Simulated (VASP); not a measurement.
A run of VASP 6.6.1:

INCAR

```
SYSTEM = KBr
ALGO = Normal ; EDIFF = 1E-7
ENCUT = 520 ; GGA = PE
ISIF = 2 ; ISMEAR = 0
LASPH = .True. ; LCHARG = .False.
LREAL = .False. ; LWAVE = .False.
NBANDS = 15 ; NELM = 60
PREC = Accurate ; SIGMA = 0.05
```

Contents of KPOINTS:

```
k-points
0
Gamma
  6 6 6
  0 0 0
```

Contents of POSCAR:

```
KBr
1.0
    0.1234687500      3.2925000000      3.2925000000
    3.4159687500      0.0000000000      3.4159687500
    3.2925000000      3.2925000000      0.1234687500
K Br
1 1
Direct
    0.0000000000      0.0000000000      0.0000000000
    0.5000000000      0.5000000000      0.5000000000
```

Potentials or basis: VASP PAW PBE potentials, release 64 (K_sv, Br).

Run with:

```sh
$ cat potpaw_PBE.64/K_sv/POTCAR potpaw_PBE.64/Br/POTCAR > POTCAR
$ mpirun -np 1 vasp_std > vasp.out
```

Hardware: 1 thread of Intel(R) Xeon(R) 6975P-C (Granite Rapids), on a shared host.

Problem. Estimate the wall time of this run.

Solution. Run time: 18 s on 1 thread of Intel(R) Xeon(R) 6975P-C (Granite Rapids), on a shared host, peak memory 0.22 GiB. Counts: scf iterations 15, k points 46.
